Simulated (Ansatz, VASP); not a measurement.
**K: VASP beside Ansatz**

Contents of INCAR:

```
SYSTEM = K
ALGO = Normal
EDIFF = 1E-6
ENCUT = 520
GGA = PE
ISIF = 2
ISMEAR = 0
IVDW = 12
LASPH = .TRUE.
LCHARG = .FALSE.
LREAL = .FALSE.
LWAVE = .FALSE.
NBANDS = 16
NELM = 100
PREC = Accurate
SIGMA = 0.15
```

The input KPOINTS:

```
k-points
0
G
  12 12 6
  0 0 0
```

POSCAR

```
K
1.0
    2.4379623500     -4.0476104500      0.0000000000
    2.4379623500      4.0476104500      0.0000000000
    0.0000000000      0.0000000000      7.8117980100
K
2
Direct
    0.8206130200      0.1793869800      0.2500000000
    0.1793869800      0.8206130200      0.7500000000
```

Input for Ansatz:

```yaml
crystal:
  lattice:
    - [2.43796235, -4.04761045, 0.0]
    - [2.43796235, 4.04761045, 0.0]
    - [0.0, 0.0, 7.81179801]
  atoms:
    - { symbol: K, position: [0.82061302, 0.17938698, 0.25] }
    - { symbol: K, position: [0.17938698, 0.82061302, 0.75] }
basis:
  ecutwfc: 420
kpoints:
  mp_grid: { grid: [12, 12, 6] }
hamiltonian:
  xc: pbe
  dispersion: d3bj
scf:
  occupations: { method: gaussian, width: 0.15 }
output:
  forces: true
  stress: true
  eigenvalues: true
```

Alike in both runs: task single point; functional PBE; dispersion D3(BJ); k mesh 12 × 12 × 6; occupations gaussian, width 0.15 eV; no spin polarisation.

|  | VASP | Ansatz |
| --- | --- | --- |
| version | VASP 6.6.1 | Ansatz 0.2.0 |
| potentials or method | VASP PAW PBE potentials, release 64 (K_sv), cutoff 520 eV | scalar-relativistic, plane waves, PAW |
| valence electrons in the cell | 18 | 18 |

```tsv
	VASP	Ansatz	Ansatz less VASP
gap on the k mesh at the Fermi level (eV)	none	none	-
pressure (GPa)	-0.4	-0.4	+0.01
```

A gap of «none» marks a metal or a gap that the smearing closes.
